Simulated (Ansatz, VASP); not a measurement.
# Two plane-wave programs on Bi2B3Br

The input INCAR:

```
PREC     = Accurate       # precision mode
ENCUT    = 520            # plane-wave cutoff, eV
EDIFF    = 1E-6           # SCF threshold, eV
ISMEAR   = 0              # smearing method
SIGMA    = 0.1            # smearing width, eV
LREAL    = F              # projectors in reciprocal space
LASPH    = T              # aspherical terms in the spheres
NELM     = 100            # most SCF steps
ALGO     = Normal         # electronic algorithm
ISIF     = 2              # what is computed and relaxed
LWAVE    = F              # write WAVECAR
LCHARG   = F              # write CHGCAR
GGA      = PE             # functional
NBANDS   = 32             # bands
```

KPOINTS

```
regular mesh
0
Gamma
  6 6 4
```

The input POSCAR:

```
Bi2B3Br
1.0
    5.7458490800      0.0000000000      0.0000000000
   -2.8729245400      4.9760512700      0.0000000000
    0.0000000000      0.0000000000      4.2437784700
B Bi Br
3 2 1
Direct
    0.0000000000      0.5000000000      0.9950230700
    0.5000000000      0.0000000000      0.9950230700
    0.5000000000      0.5000000000      0.9950230700
    0.6666666700      0.3333333300      0.4961477200
    0.3333333300      0.6666666700      0.4961477200
    0.0000000000      0.0000000000      0.1926302600
```

Input for Ansatz:

```yaml
crystal:
  lattice:
    - [5.74584908, 0.0, 0.0]
    - [-2.87292454, 4.97605127, 0.0]
    - [0.0, 0.0, 4.24377847]
  atoms:
    - { symbol: B, position: [0.0, 0.5, 0.99502307] }
    - { symbol: B, position: [0.5, 0.0, 0.99502307] }
    - { symbol: B, position: [0.5, 0.5, 0.99502307] }
    - { symbol: Bi, position: [0.66666667, 0.33333333, 0.49614772] }
    - { symbol: Bi, position: [0.33333333, 0.66666667, 0.49614772] }
    - { symbol: Br, position: [0.0, 0.0, 0.19263026] }
basis:
  ecutwfc: 420
kpoints:
  mp_grid: { grid: [6, 6, 4] }
hamiltonian:
  xc: pbe
scf:
  occupations: { method: gaussian, width: 0.1 }
  lower_state_search: "off"
output:
  forces: true
  stress: true
  eigenvalues: true
```

Change from the starting cell: species swapped into the NaSn2Pd3 type (P6mm, No. 183).

Alike in both runs: task single point; functional PBE; k mesh 6 × 6 × 4; occupations gaussian, width 0.1 eV; no spin polarisation.

```csv
,VASP,Ansatz
version,VASP 6.6.1,Ansatz 0.2.0
potentials or method,"VASP PAW PBE potentials, release 64 (B, Bi_d, Br), cutoff 520 eV","scalar-relativistic, plane waves, PAW"
valence electrons in the cell,46,46
```

VASP gave:

* gap on the k mesh at the Fermi level (eV): none
* pressure (GPa): 0.4
* traceless stress, the component that is largest in VASP (GPa): -6.83
* rms of the force components (eV/Å): 0.076

Question: What did Ansatz give for the same quantities?

Answer: gap on the k mesh at the Fermi level (eV): none; pressure (GPa): 0.4; traceless stress, the component that is largest in VASP (GPa): -6.87; rms of the force components (eV/Å): 0.076.

Atom by atom the forces differ by 0.000 eV/Å (rms over components). A gap of «none» marks a metal or a gap that the smearing closes.

The k mesh is coarse, so the values compare programs but aren't converged. Spin-orbit coupling is off throughout.
